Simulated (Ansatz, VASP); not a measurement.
**One calculation of Sr, two programs**

INCAR

```
ALGO = Normal
EDIFF = 1E-8
ENCUT = 520
GGA = PE
ISIF = 2
ISMEAR = -1
LASPH = T
LCHARG = F
LEFG = T
LREAL = F
LWAVE = F
NBANDS = 11
NELM = 80
PREC = Accurate
SIGMA = 0.08
```

File KPOINTS:

```
k-points
0
Gamma
  10 10 10
```

Contents of POSCAR:

```
Sr
1.0
    0.0000000000      3.1020190703      3.1020190703
    3.1020190703      0.0000000000      3.1020190703
    3.1020190703      3.1020190703      0.0000000000
Sr
1
Direct
    0.0000000000      0.0000000000      0.0000000000
```

Input for Ansatz:

```yaml
crystal:
  lattice:
    - [0.0, 3.1020190703, 3.1020190703]
    - [3.1020190703, 0.0, 3.1020190703]
    - [3.1020190703, 3.1020190703, 0.0]
  atoms:
    - { symbol: Sr, position: [0.0, 0.0, 0.0] }
kpoints:
  mp_grid: { grid: [10, 10, 10] }
scf:
  occupations: { method: fermi_dirac, width: 0.08 }
hamiltonian:
  xc: pbe
  pseudopotentials: { kind: paw }
output:
  forces: true
  stress: true
  eigenvalues: true
  efg: { contact_densities: true }
  write_density: true
  write_potential: true
  elf: true
  volumetric_format: npy
```

Change from the starting cell: volume scaled by 1.06, PAW files.

Alike in both runs: task electric field gradients; functional PBE; k mesh 10 × 10 × 10; occupations fermi-dirac, width 0.08 eV; no spin polarisation.

|  | VASP | Ansatz |
| --- | --- | --- |
| version | VASP 6.6.1 | Ansatz 0.2.0 |
| potentials or method | VASP PAW PBE potentials, release 64 (Sr_sv) | PAW with Ansatz's default frozen-core files, scalar-relativistic |
| plane-wave cutoff (eV) | 520 | 420 |
| valence electrons in the cell | 10 | 10 |

|  | VASP | Ansatz | Ansatz less VASP |
| --- | --- | --- | --- |
| pressure (GPa) | -0.8 | -0.8 | 0.00 |

With one functional, cell and mesh, what is left measures potentials, basis and numerics.
